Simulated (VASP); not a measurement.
Crystal: BaTiO3.

```
Ba Ti O
1.0
     2.82737    1.63238    2.31839
    -2.82737    1.63238    2.31839
     0.00000   -3.26476    2.31839
Ba Ti O
1 1 3
Direct
  0.00000 0.00000 0.00000
  0.48450 0.48450 0.48450
  0.50860 0.50860 0.01750
  0.01750 0.50860 0.50860
  0.50860 0.01750 0.50860
```

Base run:

| Property | Result |
| --- | --- |
| Program | VASP 6.6.1 |
| Functional | PBEsol |
| Potentials or basis | VASP PAW PBE potentials, release 64 (Ba_sv, Ti_sv, O) |
| Cutoff | 520 eV |
| k mesh | 6 × 6 × 6 |
| Occupations | fermi-dirac, width 0.05 eV |
| Spin | no spin polarisation |
| Hubbard terms | Ti d U = 1.5 eV |

Its results: band gap on the k mesh 2.48 eV (least direct gap 2.88 eV); pressure 1.9 GPa; largest force 0.532 eV/Å.

The run is repeated on the same cell with these changes: hubbard terms from Ti d U = 1.5 eV to Ti d U = 4.5 eV. What comes out?

Band gap on the k mesh 2.80 eV (least direct gap 3.21 eV); pressure 4.7 GPa; largest force 1.330 eV/Å.

Caveats: the PAW data sets were made with another functional, which shifts forces and pressure a little; spin-orbit coupling is left out, which moves the levels of the heavy elements; the cell stands under pressure (at least some runs).

A k mesh can miss the band edges.
